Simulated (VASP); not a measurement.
A run of VASP 6.6.1 is set up as follows.

The input INCAR:

```
SYSTEM = AgBr
PREC = Accurate
ENCUT = 500
EDIFF = 1E-6
ISMEAR = -1
SIGMA = 0.05
LREAL = .False.
LASPH = .True.
NELM = 120
ALGO = Normal
ISIF = 2
LWAVE = .False.
LCHARG = .False.
GGA = RP
NBANDS = 16
GGA_COMPAT = .False.
```

KPOINTS

```
regular mesh
0
Gamma
  8 8 8
  0 0 0
```

File POSCAR:

```
AgBr
1.0
    0.0000000000      2.8313594341      2.8313594341
    2.8313594341      0.0000000000      2.8313594341
    2.8313594341      2.8313594341      0.0000000000
Ag Br
1 1
Direct
    0.0000000000      0.0000000000      0.0000000000
    0.5000000000      0.5000000000      0.5000000000
```

Potentials or basis: VASP PAW PBE potentials, release 64 (Ag, Br).

Run with:

```console
$ cat potpaw_PBE.64/Ag/POTCAR potpaw_PBE.64/Br/POTCAR > POTCAR
$ mpirun -np 1 vasp_std > vasp.out
```

(1) What does it give for the band gap on the k mesh?

(2) What does it give for the pressure?

Answers

(1) 0.83 eV, indirect (least direct gap 2.92 eV).

(2) 7.5 GPa.

Caveat: the PAW data sets were made with another functional, which shifts forces and pressure a little.
